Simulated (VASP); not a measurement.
**FePt: single point with PBEsol**

Crystal: FePt.

```xyz
2
Lattice="2.7235 0.0000 0.0000 0.0000 2.7235 0.0000 0.0000 0.0000 3.7200" Properties=species:S:1:pos:R:3 pbc="T T T"
Pt    1.3618    1.3618    1.8600
Fe    0.0000    0.0000    0.0000
```

```yaml
Program: VASP 6.6.1
Task: single point
Functional: PBEsol
Potentials_or_basis: VASP PAW PBE potentials, release 64 (Pt, Fe)
Cutoff: 520 eV
k_mesh: 10 × 10 × 7
Occupations: fermi-dirac, width 0.05 eV
Spin: non-collinear spin, typed start, spin-orbit coupling
Starting_moments: "[[0.0, 0.0, 0.0], [1.732, 1.732, 1.732]] μB"
Dipole_correction: no
Further_INCAR_settings: ALGO = Fast; EDIFF = 1e-06; NBANDS = 30
```

```json
{
 "Pressure": "-6.5 GPa",
 "Net moment": "3.25 μB per cell",
 "Valence electrons inside the program's atomic spheres": "Pt 9.41; Fe 6.99"
}
```

Stress tensor (GPa, compression positive):
```
-7.05 -0.01  0.03
-0.01 -7.05  0.04
 0.03  0.04 -5.56
```

Moments on the atoms (μB; x, y, z):
```
Pt  0.19 0.19 0.19
Fe  1.65 1.65 1.69
```

Wall time 9.3 min on 1 thread of Intel(R) Xeon(R) 6975P-C (Granite Rapids), with other jobs on the host, peak memory 0.52 GiB.

Caveat: the cell stands under tension; the PAW data sets were made with another functional, which shifts forces and pressure a little.
